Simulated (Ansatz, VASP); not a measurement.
**One calculation of Ge, two programs**

```
Ge
1.0
     2.70753    0.00000    0.00000
     0.00000    2.70753    0.00000
     0.00000    0.00000    2.70753
Ge
1
Direct
  0.00000 0.00000 0.00000
```

Alike in both runs: functional PBE; k mesh 15 × 15 × 15; occupations fermi-dirac, width 0.05 eV; no spin polarisation.

Ansatz relaxed the structure, and its values are those at the end. VASP's run is a single point on that final structure, the one shown.

```csv
,VASP,Ansatz
version,VASP 6.6.1,Ansatz 0.2.0
potentials or method,"VASP PAW PBE potentials, release 64 (Ge_d), cutoff 520 eV","all-electron LAPW, non-relativistic"
```

VASP gave:

| Property | Result |
| --- | --- |
| pressure (GPa) | 0.1 |

Task: Which values does Ansatz return?

Result: Pressure (GPa): 0.0.

Ansatz ran all-electron here, and VASP with PAW potentials.
